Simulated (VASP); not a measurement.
## Ga8N7 (a cell with a defect): relaxation of the atoms with PBE

The system is Ga8N7 (a cell with a defect).

```
CELL_PARAMETERS angstrom
0.00000 0.00000 5.24317
3.21837 5.57438 0.00000
-6.43674 0.00000 0.00000
ATOMIC_POSITIONS crystal
Ga 0.49913 0.16667 0.33333
Ga 0.49913 0.16667 0.83333
Ga 0.49913 0.66667 0.33333
Ga 0.49913 0.66667 0.83333
Ga 0.99913 0.33333 0.66667
Ga 0.99913 0.33333 0.16667
Ga 0.99913 0.83333 0.66667
Ga 0.99913 0.83333 0.16667
N 0.87587 0.16667 0.83333
N 0.87587 0.66667 0.33333
N 0.87587 0.66667 0.83333
N 0.37587 0.33333 0.66667
N 0.37587 0.33333 0.16667
N 0.37587 0.83333 0.66667
N 0.37587 0.83333 0.16667
```

This cell differs from its parent crystal: atoms taken out.

```yaml
Program: VASP 6.6.1
Task: relaxation of the atoms
Functional: PBE
Potentials_or_basis: VASP PAW PBE potentials, release 64 (Ga_d, N)
Cutoff: 520 eV
k_mesh: 1 × 1 × 1
Occupations: gaussian, width 0.01 eV
Spin: collinear spin
Starting_moments: "[0.25, 0.0, 0.0, 0.0, 0.25, 0.25, 0.0, 0.25, 0.0, 0.0, 0.0, 0.0, 0.0, 0.0, 0.0] μB"
Dipole_correction: no
Further_INCAR_settings: LREAL = Auto; ALGO = Normal; EDIFF = 1e-07; IBRION = 2; EDIFFG = -0.025; NSW = 65
```

| Property | Result |
| --- | --- |
| Energy gained by relaxing | 12.5 meV/atom |
| Ionic steps | 12 |
| Pressure after relaxing | 1.4 GPa |
| Largest force after relaxing | 0.013 eV/Å |
| Net moment | 1.00 μB per cell |
| Site moments | Ga +0.09, +0.03, +0.04 (each value once); N +0.01, +0.05, +0.06 (each value once) μB |
| Valence electrons inside the program's atomic spheres | Ga 11.79, 11.77, 11.69 (each value once); N 3.71, 3.74, 3.76 (each value once) |

Forces on the atoms (eV/Å):
```
Ga   0.000  0.000  0.013
Ga   0.000 -0.009  0.003
Ga  -0.008  0.005  0.003
Ga   0.008  0.005  0.003
Ga   0.003 -0.002  0.009
Ga  -0.003 -0.002  0.009
Ga   0.000  0.000 -0.003
Ga   0.000  0.004  0.009
N    0.000 -0.007 -0.006
N   -0.006  0.003 -0.006
N    0.006  0.003 -0.006
N   -0.002  0.001 -0.007
N    0.002  0.001 -0.007
N    0.000  0.000 -0.009
N    0.000 -0.003 -0.007
```

Stress tensor (GPa, compression positive):
```
 5.14  0.00  0.00
 0.00  5.14  0.00
 0.00  0.00 -6.00
```

The path:
```csv
step,energy change (eV),largest force (eV/Å),pressure (GPa)
1,0.0000,0.5783,0.76
2,-0.1044,0.4521,1.61
3,-0.1153,0.5171,1.97
4,-0.1575,0.4054,2.17
5,-0.1602,0.4481,2.22
6,-0.1754,0.2395,1.86
7,-0.1774,0.1469,1.68
8,-0.1845,0.0952,1.49
9,-0.1849,0.1090,1.44
10,-0.1866,0.0298,1.45
11,-0.1866,0.0319,1.45
12,-0.1868,0.0132,1.42
```

Final structure:
```
Ga N
1.0
     0.00000    0.00000    5.24317
     3.21837    5.57438    0.00000
    -6.43674    0.00000    0.00000
Ga N
8 7
Cartesian
  -1.6092 0.9291 2.7167
  -4.8276 0.9197 2.5692
  -0.0081 3.7210 2.5692
  -3.2102 3.7210 2.5692
  -3.2497 1.8762 0.0424
  0.0313 1.8762 0.0424
  -1.6092 4.6453 5.1974
  1.6092 4.6092 0.0424
  -4.8276 0.9442 4.5509
  0.0131 3.7087 4.5509
  -3.2315 3.7087 4.5509
  -3.1577 1.8231 2.0173
  -0.0606 1.8231 2.0173
  -1.6092 4.6453 1.8994
  1.6092 4.7153 2.0173
```

Levels at points of the mesh, in eV from the Fermi level:
Spin up:
```
           k point  band 67  band 68  band 69  band 70  band 71  band 72  band 73  band 74
(0.00, 0.00, 0.00)    -3.29    -2.55    -2.55    -0.10     0.85     1.51     1.51     1.82
```
Spin down:
| k point | band 66 | band 67 | band 68 | band 69 | band 70 | band 71 | band 72 | band 73 |
| --- | --- | --- | --- | --- | --- | --- | --- | --- |
| (0.00, 0.00, 0.00) | -3.32 | -3.20 | -2.49 | -2.49 | 0.30 | 0.94 | 1.58 | 1.58 |

Run time: 30 min on 1 thread of Intel Xeon 8259CL, on a shared host, peak memory 0.36 GiB.

Caveat: the k points lie up to 1.20 Å⁻¹ apart; the cell differs from its parent crystal (atoms taken out).
